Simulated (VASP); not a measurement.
A run of VASP 6.6.1 is set up as follows.

Contents of INCAR:

```
SYSTEM = Pt
  ALGO = Fast
  EDIFF = 1E-6
  EDIFFG = -0.008
  ENCUT = 600
  GGA = PE
  IBRION = 2
  ISIF = 3
  ISMEAR = 0
  LASPH = .True.
  LCHARG = .False.
  LREAL = .False.
  LWAVE = .False.
  NELM = 60
  NSW = 70
  PREC = Accurate
  PSTRESS = -20.0
  SIGMA = 0.1
```

KPOINTS

```
k-points
0
Gamma
  18 18 18
  0 0 0
```

Contents of POSCAR:

```
Pt
1.0
    0.0000000000      1.9977880228      1.9977880228
    1.9977880228      0.0000000000      1.9977880228
    1.9977880228      1.9977880228      0.0000000000
Pt
1
Direct
    0.0000000000      0.0000000000      0.0000000000
```

Potentials or basis: VASP PAW PBE potentials, release 64 (Pt).

Launch:

```sh
$ cat potpaw_PBE.64/Pt/POTCAR > POTCAR
$ mpirun -np 1 vasp_std > vasp.out
```

Q: Predict the relaxed volume.

A: 15.75 Å³/atom.

Q: What does it give for the relaxed cell?

A: a = 2.813 Å, b = 2.813 Å, c = 2.813 Å, α = 60.00°, β = 60.00°, γ = 60.00°.

Step by step:
```csv
step,energy change (eV),largest force (eV/Å),pressure (GPa),volume (Å³)
1,0.0000,0.0000,-4.90,15.95
2,0.0004,0.0000,5.75,15.29
3,-0.0044,0.0000,-2.04,15.75
```

Caveat: the cell is relaxed towards a set pressure, so the enthalpy falls and the energy may rise.
